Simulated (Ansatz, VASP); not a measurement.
# One calculation of ZnF2, two programs

INCAR

```
PREC     = Accurate       # precision mode
ENCUT    = 600            # plane-wave cutoff, eV
EDIFF    = 1E-6           # SCF threshold, eV
ISMEAR   = 0              # smearing method
SIGMA    = 0.01           # smearing width, eV
LREAL    = F              # projectors in reciprocal space
LASPH    = T              # aspherical terms in the spheres
NELM     = 120            # most SCF steps
ALGO     = Normal         # electronic algorithm
ISIF     = 2              # what is computed and relaxed
LWAVE    = F              # write WAVECAR
LCHARG   = T              # write CHGCAR
GGA      = PE             # functional
LELF     = T              # ELF
LVHAR    = T            
NBANDS   = 35             # bands
GGA_COMPAT= F
```

File KPOINTS:

```
Automatic mesh
0
Gamma
  4 4 6
```

Contents of POSCAR:

```
ZnF2
1.0
    4.5841104953      0.0000000000      0.0000000000
    0.0000000000      4.5841104953      0.0000000000
    0.0000000000      0.0000000000      3.0534104468
Zn F
2 4
Direct
    0.0000000000      0.0000000000      0.0000000000
    0.5000000000      0.5000000000      0.5000000000
    0.3024000000      0.3024000000      0.0000000000
    0.1976000000      0.8024000000      0.5000000000
    0.6976000000      0.6976000000      0.0000000000
    0.8024000000      0.1976000000      0.5000000000
```

Input for Ansatz:

```yaml
crystal:
  lattice:
    - [4.584110495265345, 0.0, 0.0]
    - [0.0, 4.584110495265345, 0.0]
    - [0.0, 0.0, 3.0534104467910512]
  atoms:
    - { symbol: Zn, position: [0.0, 0.0, 0.0] }
    - { symbol: Zn, position: [0.5, 0.5, 0.5] }
    - { symbol: F, position: [0.3024, 0.3024, 0.0] }
    - { symbol: F, position: [0.1976, 0.8024, 0.5] }
    - { symbol: F, position: [0.6976, 0.6976, 0.0] }
    - { symbol: F, position: [0.8024, 0.1976, 0.5] }
basis:
  ecutwfc: 500.0
kpoints:
  mp_grid:
    grid: [4, 4, 6]
hamiltonian:
  xc: pbe
  pseudopotentials:
    kind: paw
scf:
  occupations:
    method: fixed
output:
  stress: true
```

Alike in both runs: task single point; functional PBE; k mesh 4 × 4 × 6; no spin polarisation.

```csv
,VASP,Ansatz
version,VASP 6.6.1,Ansatz 0.2.0
potentials or method,"VASP PAW PBE potentials, release 64 (Zn, F), cutoff 600 eV","plane waves, PAW"
occupations,"gaussian, width 0.01 eV",fixed
valence electrons in the cell,52,52
```

```tsv
	VASP	Ansatz	Ansatz less VASP
pressure (GPa)	18.6	17.9	-0.73
traceless stress, the component that is largest in VASP (GPa)	1.97	1.73	-0.245
```
